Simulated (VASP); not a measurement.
# Ca2B4Rh5 in VASP: a series of runs, part 2 of 2

VASP 6.6.1. The steps go on from the part before.

### 4 Single point, PBE

INCAR reads:

```
  PREC = Accurate
  ENCUT = 520
  EDIFF = 1E-6
  ISMEAR = 1
  SIGMA = 0.15
  LREAL = False
  LASPH = True
  NELM = 80
  ALGO = Normal
  ISIF = 2
  LWAVE = False
  LCHARG = True
  GGA = PE
  LELF = True
  LVHAR = True
  NBANDS = 64
```

KPOINTS reads:

```
Automatic mesh
0
Gamma
  3 3 3
```

POSCAR reads:

```
Ca2B4Rh5
1.0
    5.8057140000     -0.0950810000      1.3304330000
   -0.1134510000      4.6299250000     -1.3367180000
   -1.2230720000      3.6223730000      4.8449660000
B Rh Ca
4 5 2
Direct
    0.5340037993      0.1634456115      0.8904874491
    0.1529863177      0.7815121602      0.8153407735
    0.9178616052      0.4556777581      0.1773214286
    0.3103357468      0.4525239353      0.8799124640
    0.0859331733      0.5163722647      0.6105646090
    0.6291575923      0.4541841005      0.0583991796
    0.8316378254      0.9593339756      0.1189569929
    0.9223414346      0.0139897977      0.6825104516
    0.4273944213      0.9728583273      0.6146719286
    0.6464839620      0.5429931881      0.4912367128
    0.2925969961      0.8691538327      0.2287846547
```

Potentials or basis: VASP PAW PBE potentials, release 64 (B, Rh_pv, Ca_sv).

Launch:

```bash
> cat potpaw_PBE.64/B/POTCAR potpaw_PBE.64/Rh_pv/POTCAR potpaw_PBE.64/Ca_sv/POTCAR > POTCAR
> mpirun -np 1 vasp_std > vasp.out
```

OUTCAR:

```text
PREC = Accurate
   ENCUT = 520
   EDIFF = 1E-6
   ISMEAR = 1
   LREAL = False
   LASPH = True
   NELM = 80
   ISIF = 2
   GGA = PE

 ion  position               nearest neighbor table
   1  0.534  0.163  0.890-   4 2.01   6 2.05   9 2.25   7 2.31  11 2.47  10 2.56
   2  0.153  0.782  0.815-   4 1.84   8 1.85   9 2.02   5 2.10
   3  0.918  0.456  0.177-   6 1.85   7 2.43   7 2.54
   4  0.310  0.453  0.880-   2 1.84   1 2.01   5 2.06   6 2.17   9 2.51
   5  0.086  0.516  0.611-   4 2.06   2 2.10   8 2.41  11 2.62  10 2.70   9 2.85   8 2.85
   6  0.629  0.454  0.058-   3 1.85   1 2.05   4 2.17   7 2.69   7 2.75  10 2.85  11 3.16   8 3.26
                             9 3.29
[... 1160 lines left out ...]

 VOLUME and BASIS-vectors are now :
 -----------------------------------------------------------------------------
  energy-cutoff  :      520.00
  volume of cell :      165.12
      direct lattice vectors                 reciprocal lattice vectors
     5.805714000 -0.095081000  1.330433000     0.165172359  0.013229867  0.031805006
    -0.113451000  4.629925000 -1.336718000     0.031975902  0.180202167 -0.126657366
    -1.223072000  3.622373000  4.844966000    -0.036534414  0.046084540  0.162721552

 POSITION                                       TOTAL-FORCE (eV/Angst)
 -----------------------------------------------------------------------------------
      1.99260      3.93165      4.80636         1.076422     -0.436838     -0.190482
     -0.19769      6.55726      3.10917         0.761175     -1.552676      1.821665
      5.06027      2.66481      1.47116         1.895439      0.503114      1.261825
      0.67418      5.25302      4.07113         0.292325      0.135007     -1.030703
     -0.30644      4.59429      2.38225         0.994911      0.426468      0.620648
      3.52976      2.25456      0.51288        -2.047132     -0.722830     -2.082075
      4.57392      4.79348      0.40042        -0.108975      0.598392     -0.666178
      4.51850      2.44938      4.51515        -2.057936     -1.172006     -1.186976
      1.61917      6.69020      2.24625        -0.013288      1.952044      2.313972
      3.09088      4.23199      2.51430        -0.151659      0.678712      0.766238
      1.32031      4.82504      0.33592        -0.641281     -0.409385     -1.627935
 -----------------------------------------------------------------------------------
    total drift:                               -0.000397      0.000471      0.000210

  FREE ENERGIE OF THE ION-ELECTRON SYSTEM (eV)
  ---------------------------------------------------
  free  energy   TOTEN  =       -62.5650128438 eV

  energy  without entropy=      -62.5513225451  energy(sigma->0) =      -62.56044941
```

OSZICAR:

```text
N       E                     dE             d eps       ncg     rms          rms(c)
DAV:   1     0.125352550828E+04    0.12535E+04   -0.61625E+04  1800   0.175E+03
DAV:   2     0.138805397373E+01   -0.12521E+04   -0.12218E+04  1872   0.544E+02
DAV:   3    -0.650586877542E+02   -0.66447E+02   -0.63882E+02  2816   0.113E+02
DAV:   4    -0.682162884416E+02   -0.31576E+01   -0.31216E+01  2512   0.181E+01
DAV:   5    -0.683444521596E+02   -0.12816E+00   -0.12811E+00  2640   0.345E+00    0.268E+01
DAV:   6    -0.693092665743E+02   -0.96481E+00   -0.96457E+01  1968   0.444E+01    0.206E+01
DAV:   7    -0.626850745653E+02    0.66242E+01   -0.25809E+01  1936   0.289E+01    0.627E+00
DAV:   8    -0.629025747271E+02   -0.21750E+00   -0.49103E+00  2120   0.123E+01    0.626E+00
DAV:   9    -0.626502081857E+02    0.25237E+00   -0.23642E+00  2304   0.900E+00    0.329E+00
DAV:  10    -0.625844729284E+02    0.65735E-01   -0.71923E-01  2160   0.453E+00    0.126E+00
DAV:  11    -0.625679641785E+02    0.16509E-01   -0.14186E-01  2224   0.212E+00    0.581E-01
DAV:  12    -0.625660359115E+02    0.19283E-02   -0.18402E-02  2136   0.965E-01    0.363E-01
DAV:  13    -0.625649146850E+02    0.11212E-02   -0.82610E-03  2160   0.640E-01    0.167E-01
DAV:  14    -0.625649922283E+02   -0.77543E-04   -0.10272E-03  2184   0.224E-01    0.650E-02
DAV:  15    -0.625650261274E+02   -0.33899E-04   -0.22782E-04  2312   0.100E-01    0.414E-02
DAV:  16    -0.625650128061E+02    0.13321E-04   -0.97383E-05  2256   0.744E-02    0.150E-02
DAV:  17    -0.625650126623E+02    0.14375E-06   -0.11742E-05  1992   0.192E-02    0.444E-03
DAV:  18    -0.625650128438E+02   -0.18147E-06   -0.17985E-06  1256   0.688E-03
   1 F= -.62565013E+02 E0= -.62560449E+02  d E =-.136903E-01
```

stdout:

```text
POSCAR found type information on POSCAR B RhCa
 POSCAR found :  3 types and      11 ions
 scaLAPACK will be used
 LDA part: xc-table for (Slater+PW92), standard interpolation
 POSCAR, INCAR and KPOINTS ok, starting setup
 FFT: planning ... GRIDC
 FFT: planning ... GRID_SOFT
 FFT: planning ... GRID
 WAVECAR not read
 entering main loop
```

Run time: 3.2 min. Hardware: 1 thread of Intel Xeon Platinum 8375C at 2.90GHz (Ice Lake), shared host; peak memory 0.33 GiB.

What came out:

```yaml
Free_energy: -62.5650 eV
Pressure: 2.3 GPa
Largest_force: 3.027 eV/Å
Band_gap_on_the_k_mesh: zero (an odd number of electrons rules out a gap without spin polarisation)
```

Forces on the atoms (eV/Å):
```
B    1.076 -0.437 -0.190
B    0.761 -1.553  1.822
B    1.895  0.503  1.262
B    0.292  0.135 -1.031
Rh   0.995  0.426  0.621
Rh  -2.047 -0.723 -2.082
Rh  -0.109  0.598 -0.666
Rh  -2.058 -1.172 -1.187
Rh  -0.013  1.952  2.314
Ca  -0.152  0.679  0.766
Ca  -0.641 -0.409 -1.628
```

Stress tensor (GPa, compression positive):
```
 7.17  5.32 -0.21
 5.32 -3.34 -1.28
-0.21 -1.28  3.11
```

Caveat: the k points lie up to 0.47 Å⁻¹ apart, too coarse for converged energies and pressures of a metal.

### 5 The runs side by side

```tsv
cell	gap on the mesh (eV)	pressure (GPa)	largest force (eV/Å)
as given, atomic positions A	none	-1.7	3.38
as given, atomic positions B	none	0.0	3.12
as given, atomic positions C	none	2.3	3.03
```

Alike in all rows: task single point; level PBE; potentials or basis VASP PAW PBE potentials, release 64 (B, Rh_pv, Ca_sv); no spin polarisation; k mesh 3 × 3 × 3; cutoff (eV) 520; smearing methfessel-paxton 0.15 eV.

Caveats: all runs use coarse meshes.

Absolute energies hang on the potentials; compare differences alone.
